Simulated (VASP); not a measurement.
# BN (I-4m2) in VASP: single point with HSE06

Aim: the single point of BN with HSE06.

Everything below comes from runs of VASP 6.6.1. Logs are shortened: lines on timing, memory, paths and dates and some standing lists are left out, and cuts for length are marked.

### 1 The cell of the first run

The structure is tetragonal, space group I-4m2 (No. 119). Conventional cell: a = 2.596 Å, b = 2.596 Å, c = 3.583 Å, α = 90.00°, β = 90.00°, γ = 90.00°. Within 2.1 Å of B (site symmetry -4m2) lie 4 N at 1.58 Å. N (site symmetry -4m2) has 4 B at 1.58 Å within 2.1 Å.

### 2 Single point, HSE06 (epitaxial xy strain +1.7%)

File POSCAR:

```
BN
1.0
    0.0000000000      1.8353260892      1.7917417124
    1.8353260892      0.0000000000      1.7917417124
    1.8353260892      1.8353260892      0.0000000000
B N
1 1
Direct
    0.0000000000      0.0000000000      0.0000000000
    0.2500000000      0.2500000000      0.2500000000
```

File INCAR.step1:

```
SYSTEM = BN
PREC = Accurate
ENCUT = 520
EDIFF = 1E-5
ISMEAR = 0
SIGMA = 0.01
LREAL = .FALSE.
LASPH = .TRUE.
NELM = 60
ALGO = Normal
ISIF = 2
LWAVE = .TRUE.
LCHARG = .FALSE.
GGA = PE
NBANDS = 11
```

File INCAR.step2:

```
SYSTEM = BN
PREC = Accurate
ENCUT = 520
EDIFF = 1E-7
ISMEAR = 0
SIGMA = 0.01
LREAL = .FALSE.
LASPH = .TRUE.
NELM = 60
ALGO = Normal
ISIF = 2
LWAVE = .FALSE.
LCHARG = .FALSE.
GGA = PE
LHFCALC = .TRUE.
HFSCREEN = 0.2079
PRECFOCK = Normal
ISTART = 1
NBANDS = 11
```

File KPOINTS:

```
Automatic mesh
0
G
  8 8 8
  0 0 0
```

Potentials or basis: VASP PAW PBE potentials, release 64 (B, N).

Launch:

```
$ cat potpaw_PBE.64/B/POTCAR potpaw_PBE.64/N/POTCAR > POTCAR
$ cp INCAR.step1 INCAR
$ mpirun -np 1 vasp_std > vasp.out
$ cp INCAR.step2 INCAR
$ mpirun -np 1 vasp_std > vasp.out
```

OUTCAR:

```text
SYSTEM = BN
   PREC = Accurate
   ENCUT = 520
   EDIFF = 1E-7
   ISMEAR = 0
   LREAL = .FALSE.
   LASPH = .TRUE.
   NELM = 60
   ISIF = 2
   GGA = PE
   LHFCALC = .TRUE.
   HFSCREEN = 0.2079
   PRECFOCK = Normal
   ISTART = 1

 ion  position               nearest neighbor table
   1  0.000  0.000  0.000-   2 1.58   2 1.58   2 1.58   2 1.58
   2  0.250  0.250  0.250-   1 1.58   1 1.58   1 1.58   1 1.58

  LATTYP: Found a body centered tetragonal cell.
 ALAT       =     2.5955430467
 C/A-ratio  =     1.3806295485

  Lattice vectors:

 A1 = (   0.0000000000,  -1.8353260892,  -1.7917417124)
 A2 = (   0.0000000000,   1.8353260892,  -1.7917417124)
 A3 = (   1.8353260892,   0.0000000000,   1.7917417124)

Analysis of symmetry for initial positions (statically):
=====================================================================
 Subroutine PRICEL returns:
 Original cell was already a primitive cell.

 Routine SETGRP: Setting up the symmetry group for a
 body centered tetragonal supercell.

 Subroutine GETGRP returns: Found  8 space group operations
 (whereof  8 operations were pure point group operations)
 out of a pool of 16 trial point group operations.

The static configuration has the point symmetry D_2d.

Analysis of symmetry for dynamics (positions and initial velocities):
=====================================================================
 Subroutine PRICEL returns:
 Original cell was already a primitive cell.

 Routine SETGRP: Setting up the symmetry group for a
 body centered tetragonal supercell.

 Subroutine GETGRP returns: Found  8 space group operations
 (whereof  8 operations were pure point group operations)
 out of a pool of 16 trial point group operations.

The dynamic configuration has the point symmetry D_2d.

 Subroutine INISYM returns: Found  8 space group operations
 (whereof  8 operations are pure point group operations),
 and found     1 'primitive' translations

----------------------------------------------------------------------------------------

                                     Primitive cell

  volume of cell :      12.0707

  direct lattice vectors                    reciprocal lattice vectors
     0.000000000  1.835326089  1.791741712    -0.272431152  0.272431152  0.279058079
     1.835326089  0.000000000  1.791741712     0.272431152 -0.272431152  0.279058079
     1.835326089  1.835326089  0.000000000     0.272431152  0.272431152 -0.279058079

  length of vectors
     2.564909398  2.564909398  2.595543047     0.475721427  0.475721427  0.475721427

  position of ions in fractional coordinates (direct lattice)
     0.000000000  0.000000000  0.000000000
     0.250000000  0.250000000  0.250000000

  ion indices of the primitive-cell ions
   primitive index   ion index
                 1           1
                 2           2

----------------------------------------------------------------------------------------

 KPOINTS: Automatic mesh

Automatic generation of k-mesh.
 Grid dimensions read from file:
 generate k-points for:    8    8    8

 Generating k-lattice:

  Cartesian coordinates                     Fractional coordinates (reciprocal lattice)
    -0.034053894  0.034053894  0.034882260     0.125000000  0.000000000  0.000000000
     0.034053894 -0.034053894  0.034882260     0.000000000  0.125000000  0.000000000
     0.034053894  0.034053894 -0.034882260    -0.000000000 -0.000000000  0.125000000

  Length of vectors
     0.059465178  0.059465178  0.059465178

  Shift w.r.t. Gamma in fractional coordinates (k-lattice)
     0.000000000  0.000000000  0.000000000

 Subroutine IBZKPT returns following result:
 ===========================================

 Found     59 irreducible k-points:

 Following reciprocal coordinates:
            Coordinates               Weight
  0.000000  0.000000  0.000000      1.000000
  0.125000  0.000000  0.000000      8.000000
  0.250000  0.000000  0.000000      8.000000
  0.375000  0.000000  0.000000      8.000000
  0.500000  0.000000  0.000000      4.000000
  0.125000  0.125000  0.000000      2.000000
[... 16 lines left out ...]
  0.250000  0.000000  0.125000     16.000000
  0.375000  0.000000  0.125000     16.000000
 [... further k-points ...]
   k-points           NKPTS =     59   k-points in BZ     NKDIM =    512   number of bands    NBANDS=     11
   number of dos      NEDOS =    301   number of ions     NIONS =      2
   total plane-waves  NPLWV =   8000
   dimension x,y,z NGX =    20 NGY =   20 NGZ =   20
   dimension x,y,z NGXF=    40 NGYF=   40 NGZF=   40
   ions per type =               1   1
   NGX,Y,Z   is equivalent  to a cutoff of  12.96, 12.96, 12.81 a.u.
   NGXF,Y,Z  is equivalent  to a cutoff of  25.93, 25.93, 25.62 a.u.
 SYSTEM =  BN
   PREC   = accura    normal or accurate (medium, high low for compatibility)
   ISTART =      1    job   : 0-new  1-cont  2-samecut
   ICHARG =      0    charge: 1-file 2-atom 10-const
   ISPIN  =      1    spin polarized calculation?
   LNONCOLLINEAR =      F non collinear calculations
   LSORBIT =      F    spin-orbit coupling
   LASPH  =      T    aspherical Exc in radial PAW
   ENCUT  =  520.0 eV  38.22 Ry    6.18 a.u.   4.77  4.77  4.83*2*pi/ulx,y,z
   NELM   =     60;   NELMIN=  2; NELMDL=  0     # of ELM steps
   EDIFF  = 0.1E-06   stopping-criterion for ELM
   LREAL  =      F    real-space projection
   EDIFFG = 0.1E-05   stopping-criterion for IOM
   NSW    =      0    number of steps for IOM
   IBRION =     -1    ionic relax: 0-MD 1-quasi-New 2-CG
   NFREE  =      0    steps in history (QN), initial steepest desc. (CG)
   ISIF   =      2    stress and relaxation
   ISYM   =      3    0-nonsym 1-usesym 2-fastsym
   POTIM  = 0.5000    time-step for ionic-motion
   TEBEG  =    0.0;   TEEND  =   0.0 temperature during run
   PSTRESS=    0.0 pullay stress
   NELECT =       8.0000    total number of electrons
   NUPDOWN=      -1.0000    fix difference up-down
   EMIN   =  10.00;   EMAX   =-10.00  energy-range for DOS
   EFERMI =   0.00;   METHOD = LEGACY
   ISMEAR =     0;   SIGMA  =   0.01  broadening in eV -4-tet -1-fermi 0-gaus
   EFERMI_NEDOS =   21; number of points for ismear=-14 and -15
   IALGO  =     38    algorithm
   IMIX   =      1    mixing-type and parameters
     AMIX     =   0.40;   BMIX     =  1.00
     AMIX_MAG =   1.60;   BMIX_MAG =  1.00
  volume/ion in A,a.u.               =       6.04        40.73
  Fermi-wavevector in a.u.,A,eV,Ry     =   1.427340  2.697282 27.719155  2.037300
  Thomas-Fermi vector in A             =   2.547520
   LORBIT       =      0    0 simple, 1 ext, 2 COOP (PROOUT), +10 PAW based schemes
   GGA     = PE    functional components
   LHFCALC =     T    Hartree Fock is set to
   PRECFOCK=normal    Normal, Fast or Accurate (Low or Medium for compatibility)
   ENCUT4O =  -1.0   cutoff for four orbital integrals eV
   NKREDX  =     1    reduce k-point grid by
   NKREDY  =     1    reduce k-point grid by
   NKREDZ  =     1    reduce k-point grid by
   AEXX    =    0.2500 exact exchange contribution
   HFSCREEN=    0.2079 screening length (either q_TF or 0.3 A-1)
   HFSCREENC=   0.2079 screening length for correlation (either q_TF or 0.3 A-1)
   ENCUTFOCK=  -1.0 apply spherical cutoff to Coloumb kernel
   IVDW    =     0    specifies the selected vdW correction
   LEPSILON=     F    determine dielectric tensor
   LRPA    =     F    only Hartree local field effects (RPA)
 non-spin polarized calculation
 Gauss-broadening in eV      SIGMA  =   0.01
  energy-cutoff  :      520.00
  volume of cell :       12.07
 maximum number of plane-waves:       338
  NGX = 16; NGY = 16; NGZ = 16

 number of electron       8.0000000 magnetization

 Free energy of the ion-electron system (eV)
  ---------------------------------------------------
  ext. energy  EPLUGINS =         0.00000000
  ---------------------------------------------------
  free energy    TOTEN  =       -20.30159366 eV

  energy without entropy =      -20.30159366  energy(sigma->0) =      -20.30159366

 E-fermi :   6.6447     XC(G=0): -10.4066

 val. band max:        6.4380154597   @ k =   0.0000   0.0000   0.0000
 cond. band min:      11.7582061869   @ k =   0.5000   0.5000   0.0000
 fundamental gap:      5.3201907272
 Fermi energy:         6.6447103422

 k-point     1 :       0.0000    0.0000    0.0000
  band No.  band energies     occupation
      1     -15.5625      2.00000
      2       6.2090      2.00000
      3       6.2090      2.00000
      4       6.4380      2.00000
      5      16.6146      0.00000
      6      16.7865      0.00000
      7      16.7865      0.00000
      8      18.0368      0.00000
      9      32.5932      0.00000
     10      35.1381      0.00000
     11      35.9130      0.00000

 k-point     2 :       0.1250    0.0000    0.0000
  band No.  band energies     occupation
      1     -15.1612      2.00000
      2       4.2874      2.00000
      3       5.7928      2.00000
      4       5.9907      2.00000
      5      16.9331      0.00000
      6      17.3491      0.00000
      7      17.3718      0.00000
      8      19.3849      0.00000
      9      32.1199      0.00000
     10      32.1792      0.00000
     11      32.9508      0.00000

 k-point     3 :       0.2500    0.0000    0.0000
  band No.  band energies     occupation
      1     -13.9982      2.00000
      2       0.4185      2.00000
      3       4.9604      2.00000
      4       5.2370      2.00000
      5      17.3121      0.00000
      6      18.2936      0.00000
      7      18.4073      0.00000
      8      21.6357      0.00000
      9      31.1841      0.00000
     10      31.3438      0.00000
     11      31.8901      0.00000
[... 267 lines left out ...]
 k-point    23 :       0.2500    0.0000    0.1250
  band No.  band energies     occupation
      1     -14.1361      2.00000
      2       1.7750      2.00000
      3       4.2548      2.00000
      4       4.7162      2.00000
      5      16.2262      0.00000
      6      18.9790      0.00000
      7      19.7292      0.00000
      8      20.7357      0.00000
      9      27.2415      0.00000
     10      33.9718      0.00000
     11      35.0119      0.00000

 k-point    24 :       0.3750    0.0000    0.1250
  band No.  band energies     occupation
      1     -12.5934      2.00000
      2      -1.8940      2.00000
      3       3.6319      2.00000
      4       3.8538      2.00000
      5      16.9288      0.00000
      6      19.2314      0.00000
      7      20.3049      0.00000
      8      22.0829      0.00000
      9      28.6304      0.00000
     10      33.6987      0.00000
     11      35.4077      0.00000

 [... further k-points ...]

------------------------ aborting loop because EDIFF is reached ----------------------------------------

  FORCE on cell =-STRESS in cart. coord.  units (eV):
  Direction    XX          YY          ZZ          XY          YZ          ZX
  --------------------------------------------------------------------------------------
  -------------------------------------------------------------------------------------
  Total       -1.4023283     -1.4023283     -0.2949989      0.0000000      0.0000000     -0.0000000
  in kB     -186.1351573   -186.1351573    -39.1560678      0.0000000      0.0000000     -0.0000000
  external PRESSURE =    -137.1421275 kB  Pullay stress =       0.0000000 kB

 VOLUME and BASIS-vectors are now :
 -----------------------------------------------------------------------------
  energy-cutoff  :      520.00
  volume of cell :       12.07
      direct lattice vectors                 reciprocal lattice vectors
     0.000000000  1.835326089  1.791741712    -0.272431152  0.272431152  0.279058079
     1.835326089  0.000000000  1.791741712     0.272431152 -0.272431152  0.279058079
     1.835326089  1.835326089  0.000000000     0.272431152  0.272431152 -0.279058079

 POSITION                                       TOTAL-FORCE (eV/Angst)
 -----------------------------------------------------------------------------------
      0.00000      0.00000      0.00000         0.000000     -0.000000      0.000000
      0.91766      0.91766      0.89587        -0.000000      0.000000     -0.000000
 -----------------------------------------------------------------------------------
    total drift:                                0.000000      0.000001     -0.000001

  FREE ENERGIE OF THE ION-ELECTRON SYSTEM (eV)
  ---------------------------------------------------
  free  energy   TOTEN  =       -20.3015936589 eV

  energy  without entropy=      -20.3015936589  energy(sigma->0) =      -20.30159366
```

Wall time 45 min (1 thread of Intel Xeon 8259CL, shared host); peak memory 0.24 GiB.

What came out:

| Property | Result |
| --- | --- |
| Free energy | -20.3016 eV |
| Pressure | -13.7 GPa |
| Band gap on the k mesh | 5.32 eV (least direct gap 10.18 eV) |

Levels at points of the mesh, in eV from the valence-band top:
```
           k point  band 1  band 2  band 3  band 4  band 5  band 6  band 7  band 8  band 9
(0.00, 0.00, 0.00)  -22.00   -0.23   -0.23    0.00   10.18   10.35   10.35   11.60   26.16
(0.50, 0.00, 0.00)  -17.58  -11.57   -2.40   -2.03   11.23   12.08   12.54   16.99   25.05
(0.50, 0.50, 0.00)  -15.95   -9.53   -5.57   -5.57    5.32   10.07   19.98   19.98   23.02
(0.50, 0.00, 0.50)  -16.23   -9.89   -5.25   -5.23    5.73   10.65   19.72   20.09   22.52
```

Caveat: the cell differs from its parent crystal (epitaxial xy strain +1.7%); the stress differs along the axes, from -19 to -4 GPa; the PAW data sets were made with another functional, which shifts forces and pressure a little. A k mesh can miss the band edges.
